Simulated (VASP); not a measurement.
A run of VASP 6.6.1 is set up as follows.

Contents of INCAR:

```
SYSTEM = Ta
ALGO = Normal
EDIFF = 1E-7
ENCUT = 520
GGA = RE
ISIF = 2
ISMEAR = -1
LASPH = .TRUE.
LCHARG = .TRUE.
LELF = .TRUE.
LREAL = .FALSE.
LVHAR = .TRUE.
LWAVE = .FALSE.
NBANDS = 12
NELM = 60
PREC = Accurate
SIGMA = 0.1
```

Contents of KPOINTS:

```
k-points
0
G
  13 13 13
  0 0 0
```

The input POSCAR:

```
Ta
1.0
   -1.6676110176      1.6676110176      1.6676110176
    1.6676110176     -1.6676110176      1.6676110176
    1.6676110176      1.6676110176     -1.6676110176
Ta
1
Direct
    0.0000000000      0.0000000000      0.0000000000
```

Potentials or basis: VASP PAW PBE potentials, release 64 (Ta_pv).

The run is started by

```bash
$ cat potpaw_PBE.64/Ta_pv/POTCAR > POTCAR
$ mpirun -np 1 vasp_std > vasp.out
```

(1) Predict the band gap on the k mesh.

(2) What does it give for the pressure?

Answers

(1) zero (an odd number of electrons rules out a gap without spin polarisation).

(2) 0.1 GPa.

Caveat: the PAW data sets were made with another functional, which shifts forces and pressure a little; spin-orbit coupling is left out, which moves the levels of the heavy elements.
